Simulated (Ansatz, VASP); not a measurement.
**One calculation of Ag, two programs**

```
CELL_PARAMETERS angstrom
2.93000 0.00000 0.00000
-1.46500 2.53745 0.00000
0.00000 0.00000 4.79000
ATOMIC_POSITIONS crystal
Ag 0.66667 0.33333 0.75000
Ag 0.33333 0.66667 0.25000
```

Alike in both runs: functional PBEsol; k mesh 10 × 10 × 6; occupations fermi-dirac, width 0.05 eV; non-collinear spin, spin-orbit coupling.

|  | VASP | Ansatz |
| --- | --- | --- |
| version | VASP 6.6.1 | Ansatz 0.2.0 |
| potentials or method | VASP PAW PBE potentials, release 64 (Ag) | Ansatz PAW |
| plane-wave cutoff (eV) | 520 | 420 |
| valence electrons in the cell | 22 | 38 |
| task | single point | band structure |

|  | VASP | Ansatz | Ansatz less VASP |
| --- | --- | --- | --- |
| pressure (GPa) | -6.4 | -6.3 | +0.11 |
| traceless stress, the component that is largest in VASP (GPa) | -0.41 | -0.40 | +0.005 |

VASP's potentials were made for PBE, not for PBEsol. The functional is the same, so the differences come from potentials, cutoffs and numerics. VASP's potentials hold 22 valence electrons a cell and Ansatz's 38, so a difference there can come from the potentials and not from the codes.
